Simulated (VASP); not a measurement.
# Si3Sn (Pm-3m) in VASP: notebook

The runs below take Si3Sn through single point, relaxation of cell and atoms, with PBE.

Everything below comes from runs of VASP 6.6.1. Logs are shortened: lines on timing, memory, paths and dates and some standing lists are left out, and cuts for length are marked.

## 1. The cell of the first run

It takes space group Pm-3m (No. 221, cubic). Conventional cell: a = 4.204 Å, b = 4.204 Å, c = 4.204 Å, α = 90.00°, β = 90.00°, γ = 90.00°. Si (site symmetry 4/mmm) has 8 Si at 2.97 Å and 4 Sn at 2.97 Å within 3.9 Å. Sn (site symmetry m-3m) has 12 Si at 2.97 Å within 3.9 Å.

## 2. Single point, PBE

INCAR reads:

```
ALGO = Normal
EDIFF = 1E-7
ENCUT = 520
GGA = PE
ISIF = 2
ISMEAR = 0
LASPH = True
LCHARG = False
LREAL = False
LWAVE = False
NBANDS = 21
NELM = 100
PREC = Accurate
SIGMA = 0.1
```

KPOINTS reads:

```
k-points
0
Gamma
  12 12 12
```

POSCAR reads:

```
Si3Sn
1.0
    4.2035421940      0.0000000000      0.0000000000
    0.0000000000      4.2035421940      0.0000000000
    0.0000000000      0.0000000000      4.2035421940
Si Sn
3 1
Direct
    0.5000000000      0.0000000000      0.5000000000
    0.0000000000      0.5000000000      0.5000000000
    0.5000000000      0.5000000000      0.0000000000
    0.0000000000      0.0000000000      0.0000000000
```

Potentials or basis: VASP PAW PBE potentials, release 64 (Si, Sn_d).

The run is started by

```bash
$ cat potpaw_PBE.64/Si/POTCAR potpaw_PBE.64/Sn_d/POTCAR > POTCAR
$ mpirun -np 1 vasp_std > vasp.out
```

OUTCAR:

```text
EDIFF = 1E-7
   ENCUT = 520
   GGA = PE
   ISIF = 2
   ISMEAR = 0
   LASPH = True
   LREAL = False
   NELM = 100
   PREC = Accurate

 ion  position               nearest neighbor table
   1  0.500  0.000  0.500-   2 2.97   3 2.97   4 2.97   3 2.97   4 2.97   2 2.97   3 2.97   3 2.97
                             2 2.97   4 2.97   4 2.97   2 2.97
   2  0.000  0.500  0.500-   1 2.97   3 2.97   4 2.97   3 2.97   4 2.97   1 2.97   4 2.97   4 2.97
                             1 2.97   3 2.97   3 2.97   1 2.97
   3  0.500  0.500  0.000-   1 2.97   2 2.97   4 2.97   1 2.97   2 2.97   1 2.97   4 2.97   1 2.97
                             2 2.97   4 2.97   2 2.97   4 2.97
   4  0.000  0.000  0.000-   1 2.97   2 2.97   3 2.97   1 2.97   2 2.97   2 2.97   3 2.97   2 2.97
                             1 2.97   3 2.97   1 2.97   3 2.97

  LATTYP: Found a simple cubic cell.
 ALAT       =     4.2035421940

  Lattice vectors:

 A1 = (   4.2035421940,   0.0000000000,   0.0000000000)
 A2 = (   0.0000000000,   4.2035421940,   0.0000000000)
 A3 = (   0.0000000000,   0.0000000000,   4.2035421940)

Analysis of symmetry for initial positions (statically):
=====================================================================
 Subroutine PRICEL returns:
 Original cell was already a primitive cell.

 Routine SETGRP: Setting up the symmetry group for a
 simple cubic supercell.

 Subroutine GETGRP returns: Found 48 space group operations
 (whereof 48 operations were pure point group operations)
 out of a pool of 48 trial point group operations.

The static configuration has the point symmetry O_h .

Analysis of symmetry for dynamics (positions and initial velocities):
=====================================================================
 Subroutine PRICEL returns:
 Original cell was already a primitive cell.

 Routine SETGRP: Setting up the symmetry group for a
 simple cubic supercell.

 Subroutine GETGRP returns: Found 48 space group operations
 (whereof 48 operations were pure point group operations)
 out of a pool of 48 trial point group operations.

The dynamic configuration has the point symmetry O_h .

 Subroutine INISYM returns: Found 48 space group operations
 (whereof 48 operations are pure point group operations),
 and found     1 'primitive' translations

----------------------------------------------------------------------------------------

                                     Primitive cell

  volume of cell :      74.2756

  direct lattice vectors                    reciprocal lattice vectors
     4.203542194  0.000000000  0.000000000     0.237894603  0.000000000  0.000000000
     0.000000000  4.203542194  0.000000000     0.000000000  0.237894603  0.000000000
     0.000000000  0.000000000  4.203542194     0.000000000  0.000000000  0.237894603

  length of vectors
     4.203542194  4.203542194  4.203542194     0.237894603  0.237894603  0.237894603

  position of ions in fractional coordinates (direct lattice)
     0.500000000  0.000000000  0.500000000
     0.000000000  0.500000000  0.500000000
     0.500000000  0.500000000  0.000000000
     0.000000000  0.000000000  0.000000000

  ion indices of the primitive-cell ions
   primitive index   ion index
                 1           1
                 2           2
                 3           3
                 4           4

----------------------------------------------------------------------------------------

 KPOINTS: k-points

Automatic generation of k-mesh.
 Grid dimensions read from file:
 generate k-points for:   12   12   12

 Generating k-lattice:

  Cartesian coordinates                     Fractional coordinates (reciprocal lattice)
     0.019824550  0.000000000  0.000000000     0.083333333  0.000000000  0.000000000
     0.000000000  0.019824550  0.000000000     0.000000000  0.083333333  0.000000000
     0.000000000  0.000000000  0.019824550     0.000000000  0.000000000  0.083333333

  Length of vectors
     0.019824550  0.019824550  0.019824550

  Shift w.r.t. Gamma in fractional coordinates (k-lattice)
     0.000000000  0.000000000  0.000000000

 Subroutine IBZKPT returns following result:
 ===========================================

 Found     84 irreducible k-points:

 Following reciprocal coordinates:
            Coordinates               Weight
  0.000000  0.000000  0.000000      1.000000
  0.083333  0.000000  0.000000      6.000000
  0.166667  0.000000  0.000000      6.000000
  0.250000  0.000000  0.000000      6.000000
  0.333333  0.000000  0.000000      6.000000
  0.416667  0.000000  0.000000      6.000000
[... 16 lines left out ...]
  0.333333  0.333333  0.000000     12.000000
  0.416667  0.333333  0.000000     24.000000
 [... further k-points ...]
   k-points           NKPTS =     84   k-points in BZ     NKDIM =     84   number of bands    NBANDS=     21
   number of dos      NEDOS =    301   number of ions     NIONS =      4
   total plane-waves  NPLWV =  32768
   dimension x,y,z NGX =    32 NGY =   32 NGZ =   32
   dimension x,y,z NGXF=    64 NGYF=   64 NGZF=   64
   ions per type =               3   1
   NGX,Y,Z   is equivalent  to a cutoff of  12.66, 12.66, 12.66 a.u.
   NGXF,Y,Z  is equivalent  to a cutoff of  25.31, 25.31, 25.31 a.u.
 SYSTEM =  unknown system
   PREC   = accura    normal or accurate (medium, high low for compatibility)
   ISTART =      0    job   : 0-new  1-cont  2-samecut
   ICHARG =      2    charge: 1-file 2-atom 10-const
   ISPIN  =      1    spin polarized calculation?
   LNONCOLLINEAR =      F non collinear calculations
   LSORBIT =      F    spin-orbit coupling
   LASPH  =      T    aspherical Exc in radial PAW
   ENCUT  =  520.0 eV  38.22 Ry    6.18 a.u.   7.82  7.82  7.82*2*pi/ulx,y,z
   NELM   =    100;   NELMIN=  2; NELMDL= -5     # of ELM steps
   EDIFF  = 0.1E-06   stopping-criterion for ELM
   LREAL  =      F    real-space projection
   EDIFFG = 0.1E-05   stopping-criterion for IOM
   NSW    =      0    number of steps for IOM
   IBRION =     -1    ionic relax: 0-MD 1-quasi-New 2-CG
   NFREE  =      0    steps in history (QN), initial steepest desc. (CG)
   ISIF   =      2    stress and relaxation
   ISYM   =      2    0-nonsym 1-usesym 2-fastsym
   POTIM  = 0.5000    time-step for ionic-motion
   TEBEG  =    0.0;   TEEND  =   0.0 temperature during run
   PSTRESS=    0.0 pullay stress
   NELECT =      26.0000    total number of electrons
   NUPDOWN=      -1.0000    fix difference up-down
   EMIN   =  10.00;   EMAX   =-10.00  energy-range for DOS
   EFERMI =   0.00;   METHOD = LEGACY
   ISMEAR =     0;   SIGMA  =   0.10  broadening in eV -4-tet -1-fermi 0-gaus
   EFERMI_NEDOS =   21; number of points for ismear=-14 and -15
   IALGO  =     38    algorithm
   IMIX   =      4    mixing-type and parameters
     AMIX     =   0.40;   BMIX     =  1.00
     AMIX_MAG =   1.60;   BMIX_MAG =  1.00
  volume/ion in A,a.u.               =      18.57       125.31
  Fermi-wavevector in a.u.,A,eV,Ry     =   1.153765  2.180299 18.111704  1.331173
  Thomas-Fermi vector in A             =   2.290406
   LORBIT       =      0    0 simple, 1 ext, 2 COOP (PROOUT), +10 PAW based schemes
   GGA     = PE    functional components
   LHFCALC =     F    Hartree Fock is set to
   AEXX    =    0.0000 exact exchange contribution
   IVDW    =     0    specifies the selected vdW correction
   LEPSILON=     F    determine dielectric tensor
   LRPA    =     F    only Hartree local field effects (RPA)
 non-spin polarized calculation
 Gauss-broadening in eV      SIGMA  =   0.10
  energy-cutoff  :      520.00
  volume of cell :       74.28
 maximum number of plane-waves:      2017
 NGX is ok and might be reduce to    32
   NGX = 15   NGY = 15   NGZ = 15

 number of electron      25.9999992 magnetization

 Free energy of the ion-electron system (eV)
  ---------------------------------------------------
  ext. energy  EPLUGINS =         0.00000000
  ---------------------------------------------------
  free energy    TOTEN  =       -17.60192683 eV

  energy without entropy =      -17.59284340  energy(sigma->0) =      -17.59738511

 E-fermi :   8.7665     XC(G=0): -10.7332

 val. band max:        8.7410844095   @ k =   0.3333   0.3333   0.0000
 cond. band min:       8.7844696404   @ k =   0.5000   0.0833   0.0833
 fundamental gap:      0.0433852310
 Fermi energy:         8.7664578418

 k-point     1 :       0.0000    0.0000    0.0000
  band No.  band energies     occupation
      1     -12.7738      2.00000
      2     -12.7738      2.00000
      3     -12.7587      2.00000
      4     -12.7587      2.00000
      5     -12.7587      2.00000
      6      -4.0581      2.00000
[... 13 lines left out ...]
     20      13.8372      0.00000
     21      13.8372      0.00000

 k-point     2 :       0.0833    0.0000    0.0000
  band No.  band energies     occupation
      1     -12.7737      2.00000
      2     -12.7724      2.00000
      3     -12.7593      2.00000
      4     -12.7593      2.00000
      5     -12.7587      2.00000
      6      -3.9995      2.00000
[... 13 lines left out ...]
     20      14.4833      0.00000
     21      14.4833      0.00000

 k-point     3 :       0.1667    0.0000    0.0000
  band No.  band energies     occupation
      1     -12.7733      2.00000
      2     -12.7684      2.00000
      3     -12.7608      2.00000
      4     -12.7608      2.00000
      5     -12.7585      2.00000
      6      -3.8236      2.00000
[... 13 lines left out ...]
     20      14.9620      0.00000
     21      15.7401      0.00000
[... 457 lines left out ...]
 k-point    23 :       0.3333    0.3333    0.0000
  band No.  band energies     occupation
      1     -12.7735      2.00000
      2     -12.7643      2.00000
      3     -12.7642      2.00000
      4     -12.7639      2.00000
      5     -12.7480      2.00000
      6      -2.1851      2.00000
[... 13 lines left out ...]
     20      13.0250      0.00000
     21      15.9208      0.00000

 k-point    24 :       0.4167    0.3333    0.0000
  band No.  band energies     occupation
      1     -12.7756      2.00000
      2     -12.7657      2.00000
      3     -12.7641      2.00000
      4     -12.7629      2.00000
      5     -12.7446      2.00000
      6      -1.6621      2.00000
[... 13 lines left out ...]
     20      13.5282      0.00000
     21      16.4444      0.00000

 [... further k-points ...]
[... 5 lines left out ...]
  --------------------------------------------------------------------------------------
  -------------------------------------------------------------------------------------
  Total       -0.0191448     -0.0191448     -0.0191448      0.0000000      0.0000000      0.0000000
  in kB       -0.4129666     -0.4129666     -0.4129666      0.0000000      0.0000000      0.0000000
  external PRESSURE =      -0.4129666 kB  Pullay stress =       0.0000000 kB

 VOLUME and BASIS-vectors are now :
 -----------------------------------------------------------------------------
  energy-cutoff  :      520.00
  volume of cell :       74.28
      direct lattice vectors                 reciprocal lattice vectors
     4.203542194  0.000000000  0.000000000     0.237894603  0.000000000  0.000000000
     0.000000000  4.203542194  0.000000000     0.000000000  0.237894603  0.000000000
     0.000000000  0.000000000  4.203542194     0.000000000  0.000000000  0.237894603

 POSITION                                       TOTAL-FORCE (eV/Angst)
 -----------------------------------------------------------------------------------
      2.10177      0.00000      2.10177         0.000000      0.000000      0.000000
      0.00000      2.10177      2.10177         0.000000      0.000000      0.000000
      2.10177      2.10177      0.00000         0.000000      0.000000      0.000000
      0.00000      0.00000      0.00000         0.000000      0.000000      0.000000
 -----------------------------------------------------------------------------------
    total drift:                                0.000000      0.000000     -0.000000

  FREE ENERGIE OF THE ION-ELECTRON SYSTEM (eV)
  ---------------------------------------------------
  free  energy   TOTEN  =       -17.6019268311 eV

  energy  without entropy=      -17.5928433986  energy(sigma->0) =      -17.59738511
```

Wall time 29 s (1 thread of Intel Xeon 6975P-C (Granite Rapids), shared host); peak memory 0.24 GiB.

Results:

```
Free energy            : -17.6019 eV
Pressure               : 0.0 GPa
Band gap on the k mesh : zero (bands 13 and 14 overlap by 2.84 eV)
```

Levels at points of the mesh, in eV from the Fermi level:
| k point | band 11 | band 12 | band 13 | band 14 | band 15 | band 16 |
| --- | --- | --- | --- | --- | --- | --- |
| (0.00, 0.00, 0.00) | -4.50 | -4.14 | 2.02 | 2.02 | 2.02 | 3.13 |
| (0.50, 0.00, 0.00) | -2.44 | -2.36 | -2.36 | -0.82 | -0.79 | 4.25 |
| (0.50, 0.50, 0.00) | -0.48 | -0.48 | -0.46 | -0.40 | -0.40 | 0.03 |
| (0.50, 0.50, 0.50) | -5.87 | -5.87 | -5.59 | 6.04 | 6.04 | 6.04 |

Caveat: spin-orbit coupling is left out, which moves the levels of the heavy elements.

(Continued in part 2 of 2.)

The gap in the log of VASP goes by the Fermi energy; the results here count the filled bands.